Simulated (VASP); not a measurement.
A run of VASP 6.6.1 is set up as follows.

File INCAR:

```
SYSTEM = Li
PREC     = Accurate       ! precision mode
ENCUT    = 520            ! plane-wave cutoff, eV
EDIFF    = 1E-6           ! SCF threshold, eV
ISMEAR   = -1             ! smearing method
SIGMA    = 0.1            ! smearing width, eV
LREAL    = .FALSE.        ! projectors in reciprocal space
LASPH    = .TRUE.         ! aspherical terms in the spheres
NELM     = 60             ! most SCF steps
ALGO     = Normal         ! electronic algorithm
ISIF     = 2              ! what is computed and relaxed
LWAVE    = .FALSE.        ! write WAVECAR
LCHARG   = .FALSE.        ! write CHGCAR
GGA      = B5             ! functional
ALDAX    = 1.0          
AGGAX    = 1.0          
AGGAC    = 1.0          
ALDAC    = 0.0          
NBANDS   = 10             ! bands
```

KPOINTS

```
Automatic mesh
0
G
  9 9 9
  0 0 0
```

POSCAR

```
Li
1.0
    0.0000000000      3.0364081056      3.0364081056
    3.0364081056      0.0000000000      3.0364081056
    3.0364081056      3.0364081056      0.0000000000
Li
2
Direct
    0.1250000000      0.1250000000      0.1250000000
    0.8750000000      0.8750000000      0.8750000000
```

Potentials or basis: VASP PAW PBE potentials, release 64 (Li_sv).

Command:

```bash
$ cat potpaw_PBE.64/Li_sv/POTCAR > POTCAR
$ mpirun -np 1 vasp_std > vasp.out
```

(1) What does it give for the band gap on the k mesh?

## Answers

(1) zero (band 3 reaches 0.71 eV, above the bottom of band 4 at 0.04 eV).
